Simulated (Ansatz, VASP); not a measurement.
**Two plane-wave programs on Cs3B**

```
CELL_PARAMETERS angstrom
-3.47215 3.47215 3.47215
3.47215 -3.47215 3.47215
3.47215 3.47215 -3.47215
ATOMIC_POSITIONS crystal
Cs 0.00000 0.50000 0.50000
Cs 0.50000 0.00000 0.50000
Cs 0.50000 0.50000 0.00000
B 0.00000 0.00000 0.00000
```

Change from the starting cell: species swapped into the Sb3Au type (Im-3m, No. 229).

Alike in both runs: task single point; functional PBE; k mesh 4 × 4 × 4; occupations gaussian, width 0.1 eV; no spin polarisation.

```csv
,VASP,Ansatz
version,VASP 6.6.1,Ansatz 0.2.0
potentials or method,"VASP PAW PBE potentials, release 64 (Cs_sv, B), cutoff 520 eV","scalar-relativistic, plane waves, PAW"
valence electrons in the cell,30,30
```

|  | VASP | Ansatz | Ansatz less VASP |
| --- | --- | --- | --- |
| gap on the k mesh at the Fermi level (eV) | none | none | - |
| pressure (GPa) | 2.7 | 2.6 | -0.08 |

A gap of «none» marks a metal or a gap that the smearing closes. With one functional, cell and mesh, what is left measures potentials, basis and numerics.

Spin-orbit coupling is off throughout.
